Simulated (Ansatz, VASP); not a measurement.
**CsPbBr3 in VASP and in Ansatz**

File POSCAR:

```
CsPbBr3
1.0
    6.0018065924      0.0000000000      0.0000000000
    0.0000000000      6.0018065924      0.0000000000
    0.0000000000      0.0000000000      6.0018065924
Cs Pb Br
1 1 3
Direct
    0.0000000000      0.0000000000      0.0000000000
    0.5000000000      0.5000000000      0.5000000000
    0.5000000000      0.5000000000      0.0000000000
    0.5000000000      0.0000000000      0.5000000000
    0.0000000000      0.5000000000      0.5000000000
```

INCAR.step1

```
PREC     = Accurate       # precision mode
ENCUT    = 520            # plane-wave cutoff, eV
ISMEAR   = 0              # smearing method
SIGMA    = 0.01           # smearing width, eV
LREAL    = F              # projectors in reciprocal space
LASPH    = T              # aspherical terms in the spheres
NELM     = 80             # most SCF steps
NBANDS   = 30             # bands
GGA      = PE             # functional
ALGO     = Normal         # electronic algorithm
EDIFF    = 1E-4           # SCF threshold, eV
LWAVE    = T              # write WAVECAR
LCHARG   = F              # write CHGCAR
```

File INCAR.step2:

```
PREC     = Accurate       # precision mode
ENCUT    = 520            # plane-wave cutoff, eV
EDIFF    = 1E-6           # SCF threshold, eV
ISMEAR   = 0              # smearing method
SIGMA    = 0.01           # smearing width, eV
LREAL    = F              # projectors in reciprocal space
LASPH    = T              # aspherical terms in the spheres
NELM     = 80             # most SCF steps
ALGO     = Normal         # electronic algorithm
ISIF     = 2              # what is computed and relaxed
LWAVE    = F              # write WAVECAR
LCHARG   = F              # write CHGCAR
METAGGA  = R2SCAN         # meta-GGA
LMIXTAU  = T            
NBANDS   = 30             # bands
ISTART   = 1
```

KPOINTS

```
regular mesh
0
Gamma
  4 4 4
```

Input for Ansatz:

```yaml
crystal:
  lattice:
    - [6.0018065924, 0.0, 0.0]
    - [0.0, 6.0018065924, 0.0]
    - [0.0, 0.0, 6.0018065924]
  atoms:
    - { symbol: Cs, position: [0.0, 0.0, 0.0] }
    - { symbol: Pb, position: [0.5, 0.5, 0.5] }
    - { symbol: Br, position: [0.5, 0.5, 0.0] }
    - { symbol: Br, position: [0.5, 0.0, 0.5] }
    - { symbol: Br, position: [0.0, 0.5, 0.5] }
kpoints:
  mp_grid: { grid: [4, 4, 4] }
hamiltonian:
  xc: r2scan
scf:
  occupations: { method: fixed }
  n_extra_bands: 5
output:
  forces: true
  stress: true
  eigenvalues: true
```

Alike in both runs: task single point; functional r2SCAN; k mesh 4 × 4 × 4; no spin polarisation.

```csv
,VASP,Ansatz
version,VASP 6.6.1,Ansatz 0.2.0
potentials or method,"VASP PAW PBE potentials, release 64 (Cs_sv, Pb_d, Br)","plane waves, PAW"
plane-wave cutoff (eV),520,500
occupations,"gaussian, width 0.01 eV",fixed
valence electrons in the cell,44,44
```

Ansatz gave:

| Quantity | Value |
| --- | --- |
| gap on the k mesh at the Fermi level (eV) | 2.16 |
| pressure (GPa) | -0.6 |

What did VASP give for the same quantities?

gap on the k mesh at the Fermi level (eV): 2.17; pressure (GPa): -0.6.

VASP's potentials were made for PBE, not for r2SCAN.

Spin-orbit coupling is off throughout.
